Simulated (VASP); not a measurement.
# Ca (I4/mmm) in VASP: a series of runs

The runs below take Ca through single point, with r2SCAN.

Program: VASP 6.6.1. These are calculated values, not measurements. Logs are shortened: lines on timing, memory, paths and dates and some standing lists are left out, and cuts for length are marked.

## (1) The cell of the first run

Symmetry: I4/mmm, No. 139, tetragonal system. The conventional cell has a = 3.952 Å, b = 3.952 Å, c = 5.309 Å, α = 90.00°, β = 90.00°, γ = 90.00°. Within 5.1 Å of Ca (site symmetry 4/mmm) lie 12 Ca at 3.85 to 3.95 Å.

## (2) Single point, r2SCAN (strain -0.0500 x Voigt [1, 0, 0, 0, 0, 0])

Contents of POSCAR:

```
Ca
1.0
    0.0000000000      2.7942000000      2.7942000000
    2.6544900000      0.0000000000      2.7942000000
    2.6544900000      2.7942000000      0.0000000000
Ca
1
Direct
    0.0000000000      0.0000000000      0.0000000000
```

Contents of INCAR.step1:

```
  ALGO = Normal
  EDIFF = 1E-4
  ENCUT = 520
  GGA = PE
  ISMEAR = 0
  LASPH = T
  LCHARG = F
  LREAL = F
  LWAVE = T
  NBANDS = 11
  NELM = 60
  PREC = Accurate
  SIGMA = 0.15
```

Contents of INCAR.step2:

```
  ALGO = Normal
  EDIFF = 1E-6
  ENCUT = 520
  ISIF = 2
  ISMEAR = 0
  ISTART = 1
  LASPH = T
  LCHARG = F
  LMIXTAU = T
  LREAL = F
  LWAVE = F
  METAGGA = R2SCAN
  NBANDS = 11
  NELM = 60
  PREC = Accurate
  SIGMA = 0.15
```

Contents of KPOINTS:

```
k-points
0
Gamma
  14 14 14
```

Potentials or basis: VASP PAW PBE potentials, release 64 (Ca_sv).

Run with:

```bash
> cat potpaw_PBE.64/Ca_sv/POTCAR > POTCAR
> cp INCAR.step1 INCAR
> mpirun -np 1 vasp_std > vasp.out
> cp INCAR.step2 INCAR
> mpirun -np 1 vasp_std > vasp.out
```

OUTCAR:

```text
EDIFF = 1E-6
   ENCUT = 520
   ISIF = 2
   ISMEAR = 0
   ISTART = 1
   LASPH = T
   LREAL = F
   METAGGA = R2SCAN
   NELM = 60
   PREC = Accurate

 ion  position               nearest neighbor table
   1  0.000  0.000  0.000-

  LATTYP: Found a body centered tetragonal cell.
 ALAT       =     3.9515955360
 C/A-ratio  =     1.3435028843

  Lattice vectors:

 A1 = (  -2.6544900000,   0.0000000000,  -2.7942000000)
 A2 = (  -2.6544900000,   0.0000000000,   2.7942000000)
 A3 = (   2.6544900000,   2.7942000000,   0.0000000000)

Analysis of symmetry for initial positions (statically):
=====================================================================
 Subroutine PRICEL returns:
 Original cell was already a primitive cell.

 Routine SETGRP: Setting up the symmetry group for a
 body centered tetragonal supercell.

 Subroutine GETGRP returns: Found 16 space group operations
 (whereof 16 operations were pure point group operations)
 out of a pool of 16 trial point group operations.

The static configuration has the point symmetry D_4h.

Analysis of symmetry for dynamics (positions and initial velocities):
=====================================================================
 Subroutine PRICEL returns:
 Original cell was already a primitive cell.

 Routine SETGRP: Setting up the symmetry group for a
 body centered tetragonal supercell.

 Subroutine GETGRP returns: Found 16 space group operations
 (whereof 16 operations were pure point group operations)
 out of a pool of 16 trial point group operations.

The dynamic configuration has the point symmetry D_4h.

 Subroutine INISYM returns: Found 16 space group operations
 (whereof 16 operations are pure point group operations),
 and found     1 'primitive' translations

----------------------------------------------------------------------------------------

                                     Primitive cell

  volume of cell :      41.4501

  direct lattice vectors                    reciprocal lattice vectors
     0.000000000  2.794200000  2.794200000    -0.188360099  0.178942094  0.178942094
     2.654490000  0.000000000  2.794200000     0.188360099 -0.178942094  0.178942094
     2.654490000  2.794200000  0.000000000     0.188360099  0.178942094 -0.178942094

  length of vectors
     3.951595536  3.854071977  3.854071977     0.315468023  0.315468023  0.315468023

  position of ions in fractional coordinates (direct lattice)
     0.000000000  0.000000000  0.000000000

  ion indices of the primitive-cell ions
   primitive index   ion index
                 1           1

----------------------------------------------------------------------------------------

 KPOINTS: k-points

Automatic generation of k-mesh.
 Grid dimensions read from file:
 generate k-points for:   14   14   14

 Generating k-lattice:

  Cartesian coordinates                     Fractional coordinates (reciprocal lattice)
    -0.013454293  0.012781578  0.012781578     0.071428571  0.000000000  0.000000000
     0.013454293 -0.012781578  0.012781578     0.000000000  0.071428571 -0.000000000
     0.013454293  0.012781578 -0.012781578     0.000000000 -0.000000000  0.071428571

  Length of vectors
     0.022533430  0.022533430  0.022533430

  Shift w.r.t. Gamma in fractional coordinates (k-lattice)
     0.000000000  0.000000000  0.000000000

 Subroutine IBZKPT returns following result:
 ===========================================

 Found    244 irreducible k-points:

 Following reciprocal coordinates:
            Coordinates               Weight
  0.000000  0.000000  0.000000      1.000000
  0.071429  0.000000  0.000000      8.000000
  0.142857  0.000000  0.000000      8.000000
  0.214286  0.000000  0.000000      8.000000
  0.285714 -0.000000 -0.000000      8.000000
  0.357143 -0.000000 -0.000000      8.000000
[... 16 lines left out ...]
  0.214286  0.142857 -0.000000     16.000000
  0.285714  0.142857  0.000000     16.000000
 [... further k-points ...]
   k-points           NKPTS =    244   k-points in BZ     NKDIM =    244   number of bands    NBANDS=     11
   number of dos      NEDOS =    301   number of ions     NIONS =      1
   total plane-waves  NPLWV =  27000
   dimension x,y,z NGX =    30 NGY =   30 NGZ =   30
   dimension x,y,z NGXF=    60 NGYF=   60 NGZF=   60
   ions per type =               1
   NGX,Y,Z   is equivalent  to a cutoff of  12.62, 12.94, 12.94 a.u.
   NGXF,Y,Z  is equivalent  to a cutoff of  25.24, 25.88, 25.88 a.u.
 SYSTEM =  unknown system
   PREC   = accura    normal or accurate (medium, high low for compatibility)
   ISTART =      1    job   : 0-new  1-cont  2-samecut
   ICHARG =      0    charge: 1-file 2-atom 10-const
   ISPIN  =      1    spin polarized calculation?
   LNONCOLLINEAR =      F non collinear calculations
   LSORBIT =      F    spin-orbit coupling
   LASPH  =      T    aspherical Exc in radial PAW
   ENCUT  =  520.0 eV  38.22 Ry    6.18 a.u.   7.35  7.17  7.17*2*pi/ulx,y,z
   NELM   =     60;   NELMIN=  2; NELMDL=  0     # of ELM steps
   EDIFF  = 0.1E-05   stopping-criterion for ELM
   LREAL  =      F    real-space projection
[... 7 lines left out ...]
   TEBEG  =    0.0;   TEEND  =   0.0 temperature during run
   PSTRESS=    0.0 pullay stress
   NELECT =      10.0000    total number of electrons
   NUPDOWN=      -1.0000    fix difference up-down
   EMIN   =  10.00;   EMAX   =-10.00  energy-range for DOS
   EFERMI =   0.00;   METHOD = LEGACY
   ISMEAR =     0;   SIGMA  =   0.15  broadening in eV -4-tet -1-fermi 0-gaus
   EFERMI_NEDOS =   21; number of points for ismear=-14 and -15
   IALGO  =     38    algorithm
   IMIX   =      4    mixing-type and parameters
     AMIX     =   0.40;   BMIX     =  1.00
     AMIX_MAG =   1.60;   BMIX_MAG =  1.00
  volume/ion in A,a.u.               =      41.45       279.72
  Fermi-wavevector in a.u.,A,eV,Ry     =   1.019138  1.925891 14.131574  1.038641
  Thomas-Fermi vector in A             =   2.152635
   LORBIT       =      0    0 simple, 1 ext, 2 COOP (PROOUT), +10 PAW based schemes
   METAGGA = R2SCAN    functional components
   LHFCALC =     F    Hartree Fock is set to
   AEXX    =    0.0000 exact exchange contribution
   IVDW    =     0    specifies the selected vdW correction
   LEPSILON=     F    determine dielectric tensor
   LRPA    =     F    only Hartree local field effects (RPA)
 non-spin polarized calculation
 Gauss-broadening in eV      SIGMA  =   0.15
  energy-cutoff  :      520.00
  volume of cell :       41.45
 maximum number of plane-waves:      1138
 NGX is ok and might be reduce to    30
   NGX = 15   NGY = 15   NGZ = 15

 number of electron      10.0000001 magnetization

 Free energy of the ion-electron system (eV)
  ---------------------------------------------------
  ext. energy  EPLUGINS =         0.00000000
  ---------------------------------------------------
  free energy    TOTEN  =        -7.03232039 eV

  energy without entropy =       -7.01898958  energy(sigma->0) =       -7.02565498

 E-fermi :   2.0685     XC(G=0):  -8.2785

 val. band max:        2.0600872713   @ k =   0.4286  -0.3571   0.0714
 cond. band min:       2.0730993493   @ k =  -0.2857   0.3571   0.2143
 fundamental gap:      0.0130120780
 Fermi energy:         2.0685208999

 k-point     1 :       0.0000    0.0000    0.0000
  band No.  band energies     occupation
      1     -41.6635      2.00000
      2     -21.6906      2.00000
      3     -21.6905      2.00000
      4     -21.6869      2.00000
      5      -2.2506      2.00000
      6       4.7339      0.00000
      7       4.7339      0.00000
      8       4.9648      0.00000
      9       5.7931      0.00000
     10       6.0908      0.00000
     11      11.7731      0.00000

 k-point     2 :       0.0714    0.0000    0.0000
  band No.  band energies     occupation
      1     -41.6627      2.00000
      2     -21.6975      2.00000
      3     -21.6919      2.00000
      4     -21.6886      2.00000
      5      -2.1566      2.00000
      6       4.6617      0.00000
      7       4.7676      0.00000
      8       4.9622      0.00000
      9       5.7659      0.00000
     10       6.0520      0.00000
     11      11.8887      0.00000

 k-point     3 :       0.1429    0.0000    0.0000
  band No.  band energies     occupation
      1     -41.6605      2.00000
      2     -21.7193      2.00000
      3     -21.6957      2.00000
      4     -21.6910      2.00000
      5      -1.8792      2.00000
      6       4.3888      0.00000
      7       4.8355      0.00000
      8       5.0216      0.00000
      9       5.7301      0.00000
     10       5.9713      0.00000
     11      11.8226      0.00000

 k-point     4 :       0.2143    0.0000    0.0000
  band No.  band energies     occupation
      1     -41.6574      2.00000
      2     -21.7510      2.00000
      3     -21.7010      2.00000
      4     -21.6941      2.00000
      5      -1.4326      2.00000
      6       3.9698      0.00000
      7       4.8434      0.00000
      8       5.0776      0.00000
      9       5.8058      0.00000
     10       5.9530      0.00000
     11      10.7124      0.00000
[... 239 lines left out ...]
 k-point    22 :       0.1429    0.1429    0.0000
  band No.  band energies     occupation
      1     -41.6598      2.00000
      2     -21.7193      2.00000
      3     -21.6988      2.00000
      4     -21.6982      2.00000
      5      -1.7742      2.00000
      6       4.2759      0.00000
      7       4.9623      0.00000
      8       5.1362      0.00000
      9       5.3462      0.00000
     10       6.1337      0.00000
     11      12.3535      0.00000

 k-point    23 :       0.2143    0.1429   -0.0000
  band No.  band energies     occupation
      1     -41.6575      2.00000
      2     -21.7391      2.00000
      3     -21.7034      2.00000
      4     -21.7030      2.00000
      5      -1.4550      2.00000
      6       4.0330      0.00000
      7       4.9331      0.00000
      8       5.1630      0.00000
      9       5.3359      0.00000
     10       6.1822      0.00000
     11      11.7607      0.00000

 k-point    24 :       0.2857    0.1429    0.0000
  band No.  band energies     occupation
      1     -41.6544      2.00000
      2     -21.7666      2.00000
      3     -21.7097      2.00000
      4     -21.7075      2.00000
      5      -0.9765      2.00000
      6       3.7049      0.00000
      7       4.6434      0.00000
      8       5.1999      0.00000
      9       5.6034      0.00000
     10       6.2890      0.00000
     11      10.5367      0.00000

 [... further k-points ...]

------------------------ aborting loop because EDIFF is reached ----------------------------------------

  FORCE on cell =-STRESS in cart. coord.  units (eV):
  Direction    XX          YY          ZZ          XY          YZ          ZX
  --------------------------------------------------------------------------------------
  -------------------------------------------------------------------------------------
  Total        0.2609358      0.1869355      0.1869355      0.0000000      0.0000000      0.0000000
  in kB       10.0859835      7.2256395      7.2256395      0.0000000      0.0000000      0.0000000
  external PRESSURE =       8.1790875 kB  Pullay stress =       0.0000000 kB

 VOLUME and BASIS-vectors are now :
 -----------------------------------------------------------------------------
  energy-cutoff  :      520.00
  volume of cell :       41.45
      direct lattice vectors                 reciprocal lattice vectors
     0.000000000  2.794200000  2.794200000    -0.188360099  0.178942094  0.178942094
     2.654490000  0.000000000  2.794200000     0.188360099 -0.178942094  0.178942094
     2.654490000  2.794200000  0.000000000     0.188360099  0.178942094 -0.178942094

 POSITION                                       TOTAL-FORCE (eV/Angst)
 -----------------------------------------------------------------------------------
      0.00000      0.00000      0.00000         0.000000     -0.000000      0.000000
 -----------------------------------------------------------------------------------
    total drift:                               -0.000000     -0.000000      0.000000

  FREE ENERGIE OF THE ION-ELECTRON SYSTEM (eV)
  ---------------------------------------------------
  free  energy   TOTEN  =        -7.0323203871 eV

  energy  without entropy=       -7.0189895780  energy(sigma->0) =       -7.02565498
```

Run time: 6.9 min. Hardware: 1 thread of Intel Xeon Platinum 8259CL at 2.50GHz (Skylake/Cascade Lake), shared host; peak memory 0.25 GiB.

What came out:

```yaml
Free_energy: -7.0323 eV
Pressure: 0.8 GPa
Band_gap_on_the_k_mesh: zero (bands 5 and 6 overlap by 0.48 eV)
```

Stress tensor (GPa, compression positive):
```
1.01 0.00 0.00
0.00 0.72 0.00
0.00 0.00 0.72
```

Caveat: the cell differs from its parent crystal (strain -0.0500 x Voigt [1, 0, 0, 0, 0, 0]); the PAW data sets were made with another functional, which shifts forces and pressure a little.

## (3) Single point, r2SCAN (strain +0.0750 x Voigt [1, 0, 0, 0, 0, 0])

Contents of POSCAR:

```
Ca
1.0
    0.0000000000      2.7942000000      2.7942000000
    3.0037650000      0.0000000000      2.7942000000
    3.0037650000      2.7942000000      0.0000000000
Ca
1
Direct
    0.0000000000      0.0000000000      0.0000000000
```

Contents of INCAR.step1:

```
SYSTEM = Ca
PREC     = Accurate       ! precision mode
ENCUT    = 520            ! plane-wave cutoff, eV
ISMEAR   = 0              ! smearing method
SIGMA    = 0.15           ! smearing width, eV
LREAL    = .False.        ! projectors in reciprocal space
LASPH    = .True.         ! aspherical terms in the spheres
NELM     = 60             ! most SCF steps
NBANDS   = 11             ! bands
GGA      = PE             ! functional
ALGO     = Normal         ! electronic algorithm
EDIFF    = 1E-4           ! SCF threshold, eV
LWAVE    = .True.         ! write WAVECAR
LCHARG   = .False.        ! write CHGCAR
```

Contents of INCAR.step2:

```
SYSTEM = Ca
PREC     = Accurate       ! precision mode
ENCUT    = 520            ! plane-wave cutoff, eV
EDIFF    = 1E-7           ! SCF threshold, eV
ISMEAR   = 0              ! smearing method
SIGMA    = 0.15           ! smearing width, eV
LREAL    = .False.        ! projectors in reciprocal space
LASPH    = .True.         ! aspherical terms in the spheres
NELM     = 60             ! most SCF steps
ALGO     = Normal         ! electronic algorithm
ISIF     = 2              ! what is computed and relaxed
LWAVE    = .False.        ! write WAVECAR
LCHARG   = .False.        ! write CHGCAR
METAGGA  = R2SCAN         ! meta-GGA
LMIXTAU  = .True.       
NBANDS   = 11             ! bands
ISTART   = 1
```

Contents of KPOINTS:

```
Automatic mesh
0
Gamma
  14 14 14
  0 0 0
```

Potentials or basis: VASP PAW PBE potentials, release 64 (Ca_sv).

Run with:

```bash
> cat potpaw_PBE.64/Ca_sv/POTCAR > POTCAR
> cp INCAR.step1 INCAR
> mpirun -np 1 vasp_std > vasp.out
> cp INCAR.step2 INCAR
> mpirun -np 1 vasp_std > vasp.out
```

OUTCAR:

```text
SYSTEM = Ca
   PREC = Accurate
   ENCUT = 520
   EDIFF = 1E-7
   ISMEAR = 0
   LREAL = .False.
   LASPH = .True.
   NELM = 60
   ISIF = 2
   METAGGA = R2SCAN
   ISTART = 1

 ion  position               nearest neighbor table
   1  0.000  0.000  0.000-

  LATTYP: Found a body centered tetragonal cell.
 ALAT       =     3.9515955360
 C/A-ratio  =     1.5202795796

  Lattice vectors:

 A1 = (   3.0037650000,   0.0000000000,   2.7942000000)
 A2 = (   3.0037650000,   0.0000000000,  -2.7942000000)
[... 517 lines left out ...]

 [... further k-points ...]

------------------------ aborting loop because EDIFF is reached ----------------------------------------

  FORCE on cell =-STRESS in cart. coord.  units (eV):
  Direction    XX          YY          ZZ          XY          YZ          ZX
  --------------------------------------------------------------------------------------
  -------------------------------------------------------------------------------------
  Total       -0.5139618     -0.2991390     -0.2991390     -0.0000000      0.0000000      0.0000000
  in kB      -17.5562006    -10.2181594    -10.2181594     -0.0000000      0.0000000      0.0000000
  external PRESSURE =     -12.6641731 kB  Pullay stress =       0.0000000 kB

 VOLUME and BASIS-vectors are now :
 -----------------------------------------------------------------------------
  energy-cutoff  :      520.00
  volume of cell :       46.90
      direct lattice vectors                 reciprocal lattice vectors
     0.000000000  2.794200000  2.794200000    -0.166457762  0.178942094  0.178942094
     3.003765000  0.000000000  2.794200000     0.166457762 -0.178942094  0.178942094
     3.003765000  2.794200000  0.000000000     0.166457762  0.178942094 -0.178942094

 POSITION                                       TOTAL-FORCE (eV/Angst)
 -----------------------------------------------------------------------------------
      0.00000      0.00000      0.00000         0.000000      0.000000     -0.000000
 -----------------------------------------------------------------------------------
    total drift:                                0.000000      0.000000      0.000000

  FREE ENERGIE OF THE ION-ELECTRON SYSTEM (eV)
  ---------------------------------------------------
  free  energy   TOTEN  =        -7.0203204415 eV

  energy  without entropy=       -7.0068066678  energy(sigma->0) =       -7.01356355
```

OUTCAR.step1:

```text
SYSTEM = Ca
   PREC = Accurate
   ENCUT = 520
   ISMEAR = 0
   LREAL = .False.
   LASPH = .True.
   NELM = 60
[... 554 lines left out ...]
 -----------------------------------------------------------------------------------
      0.00000      0.00000      0.00000         0.000000     -0.000000      0.000000
 -----------------------------------------------------------------------------------
    total drift:                                0.000000      0.000000      0.000000

  FREE ENERGIE OF THE ION-ELECTRON SYSTEM (eV)
  ---------------------------------------------------
  free  energy   TOTEN  =        -1.9094240632 eV

  energy  without entropy=       -1.8941326422  energy(sigma->0) =       -1.90177835
```

OSZICAR.step1:

```text
N       E                     dE             d eps       ncg     rms          rms(c)
DAV:   1     0.669279403019E+02    0.66928E+02   -0.48901E+03  5368   0.806E+02
DAV:   2    -0.281957322882E+00   -0.67210E+02   -0.66616E+02  5923   0.207E+02
DAV:   3    -0.184394828304E+01   -0.15620E+01   -0.15433E+01  8272   0.305E+01
DAV:   4    -0.191164176365E+01   -0.67693E-01   -0.67363E-01  6921   0.485E+00
DAV:   5    -0.191275071339E+01   -0.11089E-02   -0.11087E-02  7675   0.564E-01    0.227E+00
DAV:   6    -0.190976661581E+01    0.29841E-02   -0.10175E-02  6592   0.110E+00    0.139E+00
DAV:   7    -0.190980643502E+01   -0.39819E-04   -0.16543E-02  5922   0.150E+00    0.102E-01
DAV:   8    -0.190940975957E+01    0.39668E-03   -0.18109E-03  6437   0.398E-01    0.218E-02
DAV:   9    -0.190942406317E+01   -0.14304E-04   -0.10263E-04  6033   0.817E-02
   1 F= -.19094241E+01 E0= -.19017784E+01  d E =-.152914E-01
```

It took 8.5 min on 1 thread of Intel Xeon Platinum 8259CL at 2.50GHz (Skylake/Cascade Lake), shared host; peak memory 0.27 GiB.

What came out:

```
Free energy            : -7.0203 eV
Pressure               : -1.3 GPa
Band gap on the k mesh : zero (bands 5 and 6 overlap by 0.65 eV)
```

Caveat: the cell differs from its parent crystal (strain +0.0750 x Voigt [1, 0, 0, 0, 0, 0]); the PAW data sets were made with another functional, which shifts forces and pressure a little.
